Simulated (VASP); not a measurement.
# Rb4P (P4/mmm) in VASP: relaxation of cell and atoms with PBE

Aim: the relaxation of cell and atoms of Rb4P with PBE.

All numbers are computed with VASP 6.6.1; they aren't measurements. Logs are shortened: lines on timing, memory, paths and dates and some standing lists are left out, and cuts for length are marked.

## Step 1: The cell of the first run

The structure is tetragonal, space group P4/mmm (No. 123). Conventional cell: a = 5.866 Å, b = 5.866 Å, c = 8.773 Å, α = 90.00°, β = 90.00°, γ = 90.00°. Within 4.6 Å of Rb (site symmetry 2mm) lie 2 P at 3.49 Å and 5 Rb at 3.78 to 4.15 Å. Within 4.6 Å of P (site symmetry 4/mmm) lie 8 Rb at 3.49 Å.

## Step 2: Relaxation of cell and atoms, PBE (atoms taken out)

INCAR

```
ALGO = Normal
EDIFF = 1E-7
EDIFFG = -0.01
ENCUT = 600
GGA = PE
IBRION = 2
ISIF = 3
ISMEAR = 0
LASPH = True
LCHARG = False
LREAL = False
LWAVE = False
NELM = 100
NSW = 100
PREC = Accurate
SIGMA = 0.1
```

KPOINTS

```
k-points
0
Gamma
  6 6 4
```

POSCAR

```
Rb4P
1.0
    5.8658525512      0.0000000000      0.0000000000
    0.0000000000      5.8658525512      0.0000000000
    0.0000000000      0.0000000000      8.7727177049
Rb P
4 1
Direct
    0.5000000000      0.0000000000      0.2157107253
    0.0000000000      0.5000000000      0.7842892747
    0.5000000000      0.0000000000      0.7842892747
    0.0000000000      0.5000000000      0.2157107253
    0.0000000000      0.0000000000      0.0000000000
```

Potentials or basis: VASP PAW PBE potentials, release 64 (Rb_sv, P).

On the command line:

```
> cat potpaw_PBE.64/Rb_sv/POTCAR potpaw_PBE.64/P/POTCAR > POTCAR
> mpirun -np 1 vasp_std > vasp.out
```

OUTCAR:

```text
EDIFF = 1E-7
   EDIFFG = -0.01
   ENCUT = 600
   GGA = PE
   IBRION = 2
   ISIF = 3
   ISMEAR = 0
   LASPH = True
   LREAL = False
   NELM = 100
   NSW = 100
   PREC = Accurate

 ion  position               nearest neighbor table
   1  0.500  0.000  0.216-   5 3.49   5 3.49   3 3.78   4 4.15   4 4.15   4 4.15   4 4.15   3 4.99
                             2 5.62   2 5.62   2 5.62   2 5.62
   2  0.000  0.500  0.784-   5 3.49   5 3.49   4 3.78   3 4.15   3 4.15   3 4.15   3 4.15   4 4.99
                             1 5.62   1 5.62   1 5.62   1 5.62
   3  0.500  0.000  0.784-   5 3.49   5 3.49   1 3.78   2 4.15   2 4.15   2 4.15   2 4.15   1 4.99
                             4 5.62   4 5.62   4 5.62   4 5.62
   4  0.000  0.500  0.216-   5 3.49   5 3.49   2 3.78   1 4.15   1 4.15   1 4.15   1 4.15   2 4.99
                             3 5.62   3 5.62   3 5.62   3 5.62
   5  0.000  0.000  0.000-   1 3.49   2 3.49   3 3.49   4 3.49   2 3.49   4 3.49   1 3.49   3 3.49

  LATTYP: Found a simple tetragonal cell.
 ALAT       =     5.8658525512
 C/A-ratio  =     1.4955571468

  Lattice vectors:

 A1 = (   5.8658525512,   0.0000000000,   0.0000000000)
 A2 = (   0.0000000000,   5.8658525512,   0.0000000000)
 A3 = (   0.0000000000,   0.0000000000,   8.7727177049)

Analysis of symmetry for initial positions (statically):
=====================================================================
 Subroutine PRICEL returns:
 Original cell was already a primitive cell.

 Routine SETGRP: Setting up the symmetry group for a
 simple tetragonal supercell.

 Subroutine GETGRP returns: Found 16 space group operations
 (whereof 16 operations were pure point group operations)
 out of a pool of 16 trial point group operations.

The static configuration has the point symmetry D_4h.

Analysis of symmetry for dynamics (positions and initial velocities):
=====================================================================
 Subroutine PRICEL returns:
 Original cell was already a primitive cell.

 Routine SETGRP: Setting up the symmetry group for a
 simple tetragonal supercell.

 Subroutine GETGRP returns: Found 16 space group operations
 (whereof 16 operations were pure point group operations)
 out of a pool of 16 trial point group operations.

The dynamic configuration has the point symmetry D_4h.

 Subroutine INISYM returns: Found 16 space group operations
 (whereof 16 operations are pure point group operations),
 and found     1 'primitive' translations

----------------------------------------------------------------------------------------

                                     Primitive cell

  volume of cell :     301.8537

  direct lattice vectors                    reciprocal lattice vectors
     5.865852551  0.000000000  0.000000000     0.170478203  0.000000000  0.000000000
     0.000000000  5.865852551  0.000000000     0.000000000  0.170478203  0.000000000
     0.000000000  0.000000000  8.772717705     0.000000000  0.000000000  0.113989762

  length of vectors
     5.865852551  5.865852551  8.772717705     0.170478203  0.170478203  0.113989762

  position of ions in fractional coordinates (direct lattice)
     0.500000000  0.000000000  0.215710725
     0.000000000  0.500000000  0.784289275
     0.500000000  0.000000000  0.784289275
     0.000000000  0.500000000  0.215710725
     0.000000000  0.000000000  0.000000000

  ion indices of the primitive-cell ions
   primitive index   ion index
                 1           1
                 2           2
                 3           3
                 4           4
                 5           5

----------------------------------------------------------------------------------------

 KPOINTS: k-points

Automatic generation of k-mesh.
 Grid dimensions read from file:
 generate k-points for:    6    6    4

 Generating k-lattice:

  Cartesian coordinates                     Fractional coordinates (reciprocal lattice)
     0.028413034  0.000000000  0.000000000     0.166666667  0.000000000  0.000000000
     0.000000000  0.028413034  0.000000000     0.000000000  0.166666667  0.000000000
     0.000000000  0.000000000  0.028497440     0.000000000  0.000000000  0.250000000

  Length of vectors
     0.028413034  0.028413034  0.028497440

  Shift w.r.t. Gamma in fractional coordinates (k-lattice)
     0.000000000  0.000000000  0.000000000

 Subroutine IBZKPT returns following result:
 ===========================================

 Found     30 irreducible k-points:

 Following reciprocal coordinates:
            Coordinates               Weight
  0.000000  0.000000  0.000000      1.000000
  0.166667  0.000000  0.000000      4.000000
  0.333333  0.000000  0.000000      4.000000
  0.500000  0.000000  0.000000      2.000000
  0.166667  0.166667  0.000000      4.000000
  0.333333  0.166667  0.000000      8.000000
[... 16 lines left out ...]
  0.333333  0.000000  0.500000      4.000000
  0.500000  0.000000  0.500000      2.000000
 [... further k-points ...]
   k-points           NKPTS =     30   k-points in BZ     NKDIM =     30   number of bands    NBANDS=     24
   number of dos      NEDOS =    301   number of ions     NIONS =      5
   total plane-waves  NPLWV = 161280
   dimension x,y,z NGX =    48 NGY =   48 NGZ =   70
   dimension x,y,z NGXF=    96 NGYF=   96 NGZF=  140
   ions per type =               4   1
   NGX,Y,Z   is equivalent  to a cutoff of  13.60, 13.60, 13.27 a.u.
   NGXF,Y,Z  is equivalent  to a cutoff of  27.21, 27.21, 26.53 a.u.
 SYSTEM =  unknown system
   PREC   = accura    normal or accurate (medium, high low for compatibility)
   ISTART =      0    job   : 0-new  1-cont  2-samecut
   ICHARG =      2    charge: 1-file 2-atom 10-const
   ISPIN  =      1    spin polarized calculation?
   LNONCOLLINEAR =      F non collinear calculations
   LSORBIT =      F    spin-orbit coupling
   LASPH  =      T    aspherical Exc in radial PAW
   ENCUT  =  600.0 eV  44.10 Ry    6.64 a.u.  11.72 11.72 17.52*2*pi/ulx,y,z
   NELM   =    100;   NELMIN=  2; NELMDL= -5     # of ELM steps
   EDIFF  = 0.1E-06   stopping-criterion for ELM
   LREAL  =      F    real-space projection
   EDIFFG = -.1E-01   stopping-criterion for IOM
   NSW    =    100    number of steps for IOM
   IBRION =      2    ionic relax: 0-MD 1-quasi-New 2-CG
   NFREE  =      1    steps in history (QN), initial steepest desc. (CG)
   ISIF   =      3    stress and relaxation
   ISYM   =      2    0-nonsym 1-usesym 2-fastsym
   POTIM  = 0.5000    time-step for ionic-motion
   TEBEG  =    0.0;   TEEND  =   0.0 temperature during run
   PSTRESS=    0.0 pullay stress
   NELECT =      41.0000    total number of electrons
   NUPDOWN=      -1.0000    fix difference up-down
   EMIN   =  10.00;   EMAX   =-10.00  energy-range for DOS
   EFERMI =   0.00;   METHOD = LEGACY
   ISMEAR =     0;   SIGMA  =   0.10  broadening in eV -4-tet -1-fermi 0-gaus
   EFERMI_NEDOS =   21; number of points for ismear=-14 and -15
   IALGO  =     38    algorithm
   IMIX   =      4    mixing-type and parameters
     AMIX     =   0.40;   BMIX     =  1.00
     AMIX_MAG =   1.60;   BMIX_MAG =  1.00
  volume/ion in A,a.u.               =      60.37       407.40
  Fermi-wavevector in a.u.,A,eV,Ry     =   0.841532  1.590265  9.635321  0.708176
  Thomas-Fermi vector in A             =   1.956092
   LORBIT       =      0    0 simple, 1 ext, 2 COOP (PROOUT), +10 PAW based schemes
   GGA     = PE    functional components
   LHFCALC =     F    Hartree Fock is set to
   AEXX    =    0.0000 exact exchange contribution
   IVDW    =     0    specifies the selected vdW correction
   LEPSILON=     F    determine dielectric tensor
   LRPA    =     F    only Hartree local field effects (RPA)
 conjugate gradient relaxation of ions
 non-spin polarized calculation
 Gauss-broadening in eV      SIGMA  =   0.10
  energy-cutoff  :      600.00
  volume of cell :      301.85
 maximum number of plane-waves:     10104
 NGX is ok and might be reduce to    48
   NGX = 23   NGY = 23   NGZ = 35

--------------------------------------- Ionic step        1  -------------------------------------------

 number of electron      41.0000000 magnetization

 Free energy of the ion-electron system (eV)
  ---------------------------------------------------
  ext. energy  EPLUGINS =         0.00000000
  ---------------------------------------------------
  free energy    TOTEN  =        -9.58951017 eV

  energy without entropy =       -9.57241275  energy(sigma->0) =       -9.58096146

------------------------ aborting loop because EDIFF is reached ----------------------------------------

  FORCE on cell =-STRESS in cart. coord.  units (eV):
  Direction    XX          YY          ZZ          XY          YZ          ZX
  --------------------------------------------------------------------------------------
  -------------------------------------------------------------------------------------
  Total        0.0563820      0.0563820      0.1056067      0.0000000      0.0000000      0.0000000
  in kB        0.2992640      0.2992640      0.5605389      0.0000000      0.0000000      0.0000000
  external PRESSURE =       0.3863557 kB  Pullay stress =       0.0000000 kB
[... 63 lines left out ...]
  energy  without entropy=       -9.5725502519  energy(sigma->0) =       -9.58110852

--------------------------------------- Ionic step        3  -------------------------------------------

 number of electron      41.0000000 magnetization

 Free energy of the ion-electron system (eV)
  ---------------------------------------------------
  ext. energy  EPLUGINS =         0.00000000
  ---------------------------------------------------
  free energy    TOTEN  =        -9.58974245 eV

  energy without entropy =       -9.57260145  energy(sigma->0) =       -9.58117195

 E-fermi :   0.5195     XC(G=0):  -6.1400

 val. band max:        0.5103434050   @ k =   0.3333   0.1667   0.2500
 cond. band min:       0.5411483804   @ k =   0.3333   0.1667   0.5000
 fundamental gap:      0.0308049754
 Fermi energy:         0.5194583070

 k-point     1 :       0.0000    0.0000    0.0000
  band No.  band energies     occupation
      1     -27.7842      2.00000
      2     -27.7601      2.00000
      3     -27.7494      2.00000
      4     -27.7265      2.00000
      5     -12.1158      2.00000
      6     -12.0622      2.00000
[... 637 lines left out ...]
     23       1.7624      0.00000
     24       2.6762      0.00000

 [... further k-points ...]
[... 5 lines left out ...]
  --------------------------------------------------------------------------------------
  -------------------------------------------------------------------------------------
  Total       -0.0003486     -0.0003486      0.0133794      0.0000000      0.0000000      0.0000000
  in kB       -0.0018421     -0.0018421      0.0706922      0.0000000      0.0000000      0.0000000
  external PRESSURE =       0.0223360 kB  Pullay stress =       0.0000000 kB
[... 20 lines left out ...]
  FREE ENERGIE OF THE ION-ELECTRON SYSTEM (eV)
  ---------------------------------------------------
  free  energy   TOTEN  =        -9.5897424496 eV

  energy  without entropy=       -9.5726014549  energy(sigma->0) =       -9.58117195

 reached required accuracy - stopping structural energy minimisation
```

Wall time 7.3 min (1 thread of Intel Xeon Platinum 8488C (Sapphire Rapids), shared host); peak memory 0.56 GiB.

Results:

```yaml
Free_energy: -9.5897 eV
Relaxed_volume: 60.65 Å³/atom
Relaxed_cell: a = 5.873 Å, b = 5.873 Å, c = 8.792 Å, α = 90.00°, β = 90.00°, γ = 90.00°
Space_group_after_relaxing_to_0.1_Å: P4/mmm (No. 123)
Energy_gained_by_relaxing: 0.0 meV/atom
Ionic_steps: 3
Pressure_after_relaxing: 0.0 GPa
Band_gap_on_the_k_mesh: zero (an odd number of electrons rules out a gap without spin polarisation)
```

The path:
```tsv
step	energy change (eV)	largest force (eV/Å)	pressure (GPa)	volume (Å³)
1	0.0000	0.0119	0.04	301.85
2	-0.0002	0.0071	0.02	302.49
3	-0.0002	0.0015	0.00	303.23
```

Final structure:
```
Rb P
1.0
     5.87276    0.00000    0.00000
     0.00000    5.87276    0.00000
     0.00000    0.00000    8.79208
Rb P
4 1
Direct
  0.50000 0.00000 0.21585
  0.00000 0.50000 0.78415
  0.50000 0.00000 0.78415
  0.00000 0.50000 0.21585
  0.00000 0.00000 0.00000
```

Caveat: the cell differs from its parent crystal (atoms taken out).

The gap in the log of VASP goes by the Fermi energy; the results here count the filled bands.